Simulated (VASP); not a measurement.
# NaRe4Ir (F-43m) in VASP: further runs

The runs below take NaRe4Ir through single point, with PBE.

Everything below comes from runs of VASP 6.6.1. Logs are shortened: lines on timing, memory, paths and dates and some standing lists are left out, and cuts for length are marked.

### 1 The cell of the first run

Symmetry: F-43m, No. 216, cubic system. Conventional cell: a = 7.019 Å, b = 7.019 Å, c = 7.019 Å, α = 90.00°, β = 90.00°, γ = 90.00°. Within 3.8 Å of Na (site symmetry -43m) lie 12 Re at 2.91 Å and 4 Ir at 3.04 Å. Re (site symmetry 3m) has 6 Re at 2.48 Å and 3 Na at 2.91 Å and 3 Ir at 2.91 Å within 3.3 Å. Within 3.8 Å of Ir (site symmetry -43m) lie 12 Re at 2.91 Å and 4 Na at 3.04 Å.

### 2 Single point, PBE

Input file INCAR:

```
SYSTEM = NaRe4Ir
PREC = Accurate ; ENCUT = 520
EDIFF = 1E-6 ; ISMEAR = 0
SIGMA = 0.1 ; LREAL = .False.
LASPH = .True. ; NELM = 60
ALGO = Normal ; ISIF = 2
LWAVE = .False. ; LCHARG = .False.
GGA = PE ; NBANDS = 31
```

Input file KPOINTS:

```
Automatic mesh
0
Gamma
  4 4 4
  0 0 0
```

Input file POSCAR:

```
NaRe4Ir
1.0
    0.0000000000      3.5097422899      3.5097422899
    3.5097422899      0.0000000000      3.5097422899
    3.5097422899      3.5097422899      0.0000000000
Na Re Ir
1 4 1
Direct
    0.0000000000      0.0000000000      0.0000000000
    0.3750000000      0.8750000000      0.3750000000
    0.3750000000      0.3750000000      0.8750000000
    0.3750000000      0.3750000000      0.3750000000
    0.8750000000      0.3750000000      0.3750000000
    0.7500000000      0.7500000000      0.7500000000
```

Potentials or basis: VASP PAW PBE potentials, release 64 (Na_pv, Re, Ir).

Run with:

```
$ cat potpaw_PBE.64/Na_pv/POTCAR potpaw_PBE.64/Re/POTCAR potpaw_PBE.64/Ir/POTCAR > POTCAR
$ mpirun -np 1 vasp_std > vasp.out
```

OUTCAR:

```text
SYSTEM = NaRe4Ir
   PREC = Accurate
   ENCUT = 520
   EDIFF = 1E-6
   ISMEAR = 0
   LREAL = .False.
   LASPH = .True.
   NELM = 60
   ISIF = 2
   GGA = PE

 ion  position               nearest neighbor table
   1  0.000  0.000  0.000-   2 2.91   3 2.91   5 2.91   2 2.91   4 2.91   5 2.91   3 2.91   4 2.91
                             5 2.91   2 2.91   3 2.91   4 2.91   6 3.04   6 3.04   6 3.04   6 3.04
   2  0.375  0.875  0.375-   4 2.48   3 2.48   3 2.48   4 2.48   5 2.48   5 2.48   6 2.91   1 2.91
                             1 2.91   6 2.91   1 2.91   6 2.91
   3  0.375  0.375  0.875-   4 2.48   2 2.48   4 2.48   5 2.48   2 2.48   5 2.48   1 2.91   1 2.91
                             6 2.91   6 2.91   1 2.91   6 2.91
   4  0.375  0.375  0.375-   2 2.48   3 2.48   5 2.48   3 2.48   2 2.48   5 2.48   1 2.91   6 2.91
                             1 2.91   6 2.91   1 2.91   6 2.91
   5  0.875  0.375  0.375-   4 2.48   3 2.48   2 2.48   2 2.48   3 2.48   4 2.48   6 2.91   1 2.91
                             6 2.91   1 2.91   6 2.91   1 2.91
   6  0.750  0.750  0.750-   2 2.91   3 2.91   4 2.91   3 2.91   4 2.91   5 2.91   2 2.91   4 2.91
                             5 2.91   2 2.91   3 2.91   5 2.91   1 3.04   1 3.04   1 3.04   1 3.04

  LATTYP: Found a face centered cubic cell.
 ALAT       =     7.0194845798

  Lattice vectors:

 A1 = (   0.0000000000,   3.5097422899,   3.5097422899)
 A2 = (   3.5097422899,   0.0000000000,   3.5097422899)
 A3 = (   3.5097422899,   3.5097422899,   0.0000000000)

Analysis of symmetry for initial positions (statically):
=====================================================================
 Subroutine PRICEL returns:
 Original cell was already a primitive cell.

 Routine SETGRP: Setting up the symmetry group for a
 face centered cubic supercell.

 Subroutine GETGRP returns: Found 24 space group operations
 (whereof 24 operations were pure point group operations)
 out of a pool of 48 trial point group operations.

The static configuration has the point symmetry T_d .

Analysis of symmetry for dynamics (positions and initial velocities):
=====================================================================
 Subroutine PRICEL returns:
 Original cell was already a primitive cell.

 Routine SETGRP: Setting up the symmetry group for a
 face centered cubic supercell.

 Subroutine GETGRP returns: Found 24 space group operations
 (whereof 24 operations were pure point group operations)
 out of a pool of 48 trial point group operations.

The dynamic configuration has the point symmetry T_d .

[... 92 lines left out ...]
   NSW    =      0    number of steps for IOM
   IBRION =     -1    ionic relax: 0-MD 1-quasi-New 2-CG
   NFREE  =      0    steps in history (QN), initial steepest desc. (CG)
   ISIF   =      2    stress and relaxation
   ISYM   =      2    0-nonsym 1-usesym 2-fastsym
   POTIM  = 0.5000    time-step for ionic-motion
   TEBEG  =    0.0;   TEEND  =   0.0 temperature during run
   PSTRESS=    0.0 pullay stress
   NELECT =      44.0000    total number of electrons
   NUPDOWN=      -1.0000    fix difference up-down
   EMIN   =  10.00;   EMAX   =-10.00  energy-range for DOS
   EFERMI =   0.00;   METHOD = LEGACY
   ISMEAR =     0;   SIGMA  =   0.10  broadening in eV -4-tet -1-fermi 0-gaus
   EFERMI_NEDOS =   21; number of points for ismear=-14 and -15
   IALGO  =     38    algorithm
   IMIX   =      4    mixing-type and parameters
     AMIX     =   0.40;   BMIX     =  1.00
     AMIX_MAG =   1.60;   BMIX_MAG =  1.00
  volume/ion in A,a.u.               =      14.41        97.25
  Fermi-wavevector in a.u.,A,eV,Ry     =   1.306995  2.469862 23.241950  1.708235
  Thomas-Fermi vector in A             =   2.437759
   LORBIT       =      0    0 simple, 1 ext, 2 COOP (PROOUT), +10 PAW based schemes
   GGA     = PE    functional components
   LHFCALC =     F    Hartree Fock is set to
   AEXX    =    0.0000 exact exchange contribution
   IVDW    =     0    specifies the selected vdW correction
   LEPSILON=     F    determine dielectric tensor
   LRPA    =     F    only Hartree local field effects (RPA)
 non-spin polarized calculation
 Gauss-broadening in eV      SIGMA  =   0.10
  energy-cutoff  :      520.00
  volume of cell :       86.47
 maximum number of plane-waves:      2346
 NGX is ok and might be reduce to    40
   NGX = 19   NGY = 19   NGZ = 19

 number of electron      44.0000011 magnetization

 Free energy of the ion-electron system (eV)
  ---------------------------------------------------
  ext. energy  EPLUGINS =         0.00000000
  ---------------------------------------------------
  free energy    TOTEN  =       -54.53485092 eV

  energy without entropy =      -54.49528567  energy(sigma->0) =      -54.51506830

 E-fermi :   8.0399     XC(G=0): -13.0993

 val. band max:        8.0198122178   @ k =   0.5000   0.2500   0.0000
 cond. band min:       8.0487490933   @ k =   0.5000   0.5000   0.0000
 fundamental gap:      0.0289368755
 Fermi energy:         8.0398776086

 k-point     1 :       0.0000    0.0000    0.0000
  band No.  band energies     occupation
      1     -14.9362      2.00000
      2     -14.9362      2.00000
      3     -14.9362      2.00000
      4      -2.2982      2.00000
      5      -0.3479      2.00000
      6       1.2049      2.00000
[... 261 lines left out ...]
     30      10.6774      0.00000
     31      11.3705      0.00000

------------------------ aborting loop because EDIFF is reached ----------------------------------------

  FORCE on cell =-STRESS in cart. coord.  units (eV):
  Direction    XX          YY          ZZ          XY          YZ          ZX
  --------------------------------------------------------------------------------------
  -------------------------------------------------------------------------------------
  Total       21.6783192     21.6783192     21.6783192      0.0000000      0.0000000      0.0000000
  in kB      401.6802775    401.6802775    401.6802775      0.0000000      0.0000000      0.0000000
  external PRESSURE =     401.6802775 kB  Pullay stress =       0.0000000 kB

 VOLUME and BASIS-vectors are now :
 -----------------------------------------------------------------------------
  energy-cutoff  :      520.00
  volume of cell :       86.47
      direct lattice vectors                 reciprocal lattice vectors
     0.000000000  3.509742290  3.509742290    -0.142460602  0.142460602  0.142460602
     3.509742290  0.000000000  3.509742290     0.142460602 -0.142460602  0.142460602
     3.509742290  3.509742290  0.000000000     0.142460602  0.142460602 -0.142460602

 POSITION                                       TOTAL-FORCE (eV/Angst)
 -----------------------------------------------------------------------------------
      0.00000      0.00000      0.00000         0.000000      0.000000      0.000000
      4.38718      2.63231      4.38718         0.412816     -0.412816      0.412816
      4.38718      4.38718      2.63231         0.412816      0.412816     -0.412816
      2.63231      2.63231      2.63231        -0.412816     -0.412816     -0.412816
      2.63231      4.38718      4.38718        -0.412816      0.412816      0.412816
      5.26461      5.26461      5.26461         0.000000      0.000000      0.000000
 -----------------------------------------------------------------------------------
    total drift:                               -0.000001     -0.000001     -0.000001

  FREE ENERGIE OF THE ION-ELECTRON SYSTEM (eV)
  ---------------------------------------------------
  free  energy   TOTEN  =       -54.5348509176 eV

  energy  without entropy=      -54.4952856725  energy(sigma->0) =      -54.51506830
```

OSZICAR:

```text
N       E                     dE             d eps       ncg     rms          rms(c)
DAV:   1     0.410530336289E+03    0.41053E+03   -0.19807E+04   922   0.179E+03
DAV:   2    -0.477387585771E+00   -0.41101E+03   -0.38103E+03   901   0.821E+02
DAV:   3    -0.517484612940E+02   -0.51271E+02   -0.45357E+02   920   0.385E+02
DAV:   4    -0.571426413488E+02   -0.53942E+01   -0.48634E+01   912   0.989E+01
DAV:   5    -0.577669096082E+02   -0.62427E+00   -0.59343E+00   929   0.254E+01    0.697E+01
DAV:   6    -0.563442051805E+02    0.14227E+01   -0.12307E+01   928   0.326E+01    0.378E+01
DAV:   7    -0.583675054922E+02   -0.20233E+01   -0.20507E+01   936   0.801E+01    0.154E+01
DAV:   8    -0.545732563114E+02    0.37942E+01   -0.12499E+01   936   0.377E+01    0.425E+00
DAV:   9    -0.545577500880E+02    0.15506E-01   -0.56116E-01   864   0.920E+00    0.191E+00
DAV:  10    -0.545414122176E+02    0.16338E-01   -0.62447E-02   920   0.345E+00    0.194E+00
DAV:  11    -0.545355202821E+02    0.58919E-02   -0.27688E-02   960   0.235E+00    0.978E-01
DAV:  12    -0.545349595182E+02    0.56076E-03   -0.41052E-03   904   0.851E-01    0.789E-01
DAV:  13    -0.545348735051E+02    0.86013E-04   -0.49546E-04   936   0.322E-01    0.572E-01
DAV:  14    -0.545348622237E+02    0.11281E-04   -0.45638E-04   960   0.368E-01    0.181E-01
DAV:  15    -0.545348540602E+02    0.81635E-05   -0.49135E-05   928   0.100E-01    0.124E-01
DAV:  16    -0.545348504196E+02    0.36405E-05   -0.11217E-05   552   0.704E-02    0.102E-01
DAV:  17    -0.545348510541E+02   -0.63447E-06   -0.10869E-05   760   0.211E-02    0.577E-02
DAV:  18    -0.545348509176E+02    0.13654E-06   -0.50739E-07   416   0.248E-02
   1 F= -.54534851E+02 E0= -.54515068E+02  d E =-.395652E-01
```

Wall time 55 s (1 thread of Intel Xeon Platinum 8488C (Sapphire Rapids), shared host); peak memory 0.24 GiB.

What came out:

```yaml
Free_energy: -54.5349 eV
Pressure: 40.2 GPa
Band_gap_on_the_k_mesh: zero (band 22 reaches 9.42 eV, above the bottom of band 23 at 7.63 eV)
```

Caveat: the k points lie up to 0.39 Å⁻¹ apart; spin-orbit coupling is left out, which moves the levels of the heavy elements.

### 3 Single point, PBE

This run uses another cell than the first one, of 16.40 Å³/atom, 1.138 times its volume.

Input file INCAR:

```
ALGO = Normal
EDIFF = 1E-6
ENCUT = 520
GGA = PE
ISIF = 2
ISMEAR = 0
LASPH = True
LCHARG = True
LELF = True
LREAL = False
LVHAR = True
LWAVE = False
NBANDS = 31
NELM = 100
PREC = Accurate
SIGMA = 0.1
```

Input file KPOINTS:

```
k-points
0
Gamma
  4 4 4
```

Input file POSCAR:

```
NaRe4Ir
1.0
    0.0000000000      3.6639370055      3.6639370055
    3.6639370055      0.0000000000      3.6639370055
    3.6639370055      3.6639370055      0.0000000000
Na Re Ir
1 4 1
Direct
    0.0000000000      0.0000000000      0.0000000000
    0.3739628523      0.8781114430      0.3739628523
    0.3739628523      0.3739628523      0.8781114430
    0.3739628523      0.3739628523      0.3739628523
    0.8781114430      0.3739628523      0.3739628523
    0.7500000000      0.7500000000      0.7500000000
```

Potentials or basis: VASP PAW PBE potentials, release 64 (Na_pv, Re, Ir).

Run with:

```
$ cat potpaw_PBE.64/Na_pv/POTCAR potpaw_PBE.64/Re/POTCAR potpaw_PBE.64/Ir/POTCAR > POTCAR
$ mpirun -np 1 vasp_std > vasp.out
```

It took 50 s on 1 thread of Intel Xeon Platinum 8488C (Sapphire Rapids), shared host; peak memory 0.24 GiB.

Results (log left out):

| Quantity | Value |
| --- | --- |
| Free energy | -55.8650 eV |
| Pressure | -0.4 GPa |
| Largest force | 0.102 eV/Å |
| Band gap on the k mesh | zero (band 22 reaches 7.62 eV, above the bottom of band 23 at 6.13 eV) |

Forces on the atoms (eV/Å):
```
Na   0.000  0.000  0.000
Re   0.059 -0.059  0.059
Re   0.059  0.059 -0.059
Re  -0.059 -0.059 -0.059
Re  -0.059  0.059  0.059
Ir   0.000  0.000  0.000
```

Levels at points of the mesh, in eV from the Fermi level:
```csv
k point,band 20,band 21,band 22,band 23,band 24,band 25
"(0.00, 0.00, 0.00)",1.00,1.00,1.13,1.13,1.13,1.63
"(0.50, 0.00, 0.00)",-0.75,-0.75,-0.58,0.05,0.05,0.82
"(0.50, 0.50, 0.00)",-1.69,-1.36,-1.18,-0.16,0.14,0.20
```

Caveat: the k points lie up to 0.37 Å⁻¹ apart; spin-orbit coupling is left out, which moves the levels of the heavy elements.
